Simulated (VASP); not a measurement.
Input of a VASP 6.6.1 run:

POSCAR

```
Hg
1.0
   -3.0243269419      3.0243269419      1.6233147279
    3.0243269419     -3.0243269419      1.6233147279
    3.0243269419      3.0243269419     -1.6233147279
Hg
2
Direct
    0.0000000000      0.0000000000      0.0000000000
    0.7500000000      0.2500000000      0.5000000000
```

The input INCAR.step1:

```
SYSTEM = Hg
  GGA = PS
  ISMEAR = 1
  SIGMA = 0.05
  LWAVE = .False.
  LCHARG = .False.
  NSW = 80
  PREC = Accurate
  LASPH = .True.
  LREAL = .False.
  ALGO = Normal
  EDIFF = 1E-7
  NELM = 120
  GGA_COMPAT = .False.
  IBRION = 2
  ISIF = 3
  EDIFFG = -0.002
  NELMIN = 4
  ENCUT = 610
  KPAR = 8
  POTIM = 0.5
```

INCAR.step4

```
SYSTEM = Hg
  GGA = PS
  ISMEAR = 1
  SIGMA = 0.05
  LWAVE = .False.
  LCHARG = .False.
  PREC = Accurate
  LASPH = .True.
  LREAL = .False.
  ALGO = Normal
  EDIFF = 1E-7
  NELM = 120
  GGA_COMPAT = .False.
  ISIF = 2
  ENCUT = 610
  KPAR = 8
```

KPOINTS

```
Automatic mesh
0
Gamma
  13 13 13
  0 0 0
```

Potentials or basis: VASP PAW PBE potentials, release 64 (Hg).

The run is started by

```console
$ cat potpaw_PBE.64/Hg/POTCAR > POTCAR
$ cp INCAR.step1 INCAR
$ cp POSCAR.step1 POSCAR
$ mpirun -np 8 vasp_std > vasp.out
$ cp CONTCAR POSCAR
$ mpirun -np 8 vasp_std > vasp.out
$ cp CONTCAR POSCAR
$ mpirun -np 8 vasp_std > vasp.out
$ cp CONTCAR POSCAR
$ cp INCAR.step4 INCAR
$ mpirun -np 8 vasp_std > vasp.out
```

Task: Predict the relaxed cell.

Result: a = 4.357 Å, b = 4.357 Å, c = 4.357 Å, α = 96.79°, β = 96.79°, γ = 139.79°.

Task: Estimate the relaxed volume.

Result: 25.07 Å³/atom.

The path:
| step | energy change (eV) | largest force (eV/Å) | pressure (GPa) | volume (Å³) |
| --- | --- | --- | --- | --- |
| 1 | 0.0000 | 0.0000 | -3.37 | 59.39 |
| 2 | -0.0952 | 0.0000 | -2.20 | 54.19 |
| 3 | -0.1240 | 0.0000 | -0.26 | 50.79 |
| 4 | -0.1244 | 0.0000 | 0.06 | 50.36 |
| 5 | -0.1243 | 0.0000 | -0.08 | 50.53 |
| 6 | -0.1251 | 0.0000 | -0.09 | 50.50 |
| 7 | -0.1274 | 0.0000 | -0.17 | 50.40 |
| 8 | -0.1221 | 0.0000 | 0.18 | 50.15 |
| 9 | -0.1281 | 0.0000 | -0.17 | 50.34 |
| 10 | -0.1281 | 0.0000 | -0.15 | 50.33 |
| 11 | -0.1281 | 0.0000 | 0.20 | 49.93 |
| 12 | -0.1282 | 0.0000 | -0.02 | 50.16 |
| 13 | -0.1282 | 0.0000 | 0.00 | 50.15 |
| 14 | -0.1282 | 0.0000 | -0.01 | 50.15 |
| 15 | -0.1282 | 0.0000 | 0.04 | 50.14 |
| 16 | -0.1282 | 0.0000 | -0.01 | 50.14 |
| 17 | -0.1280 | 0.0000 | 0.00 | 50.14 |
| 18 | -0.1280 | 0.0000 | 0.00 | 50.14 |

Caveat: the volume moved by over 15 % at a fixed basis, so the end points are rough; the PAW data sets were made with another functional, which shifts forces and pressure a little.
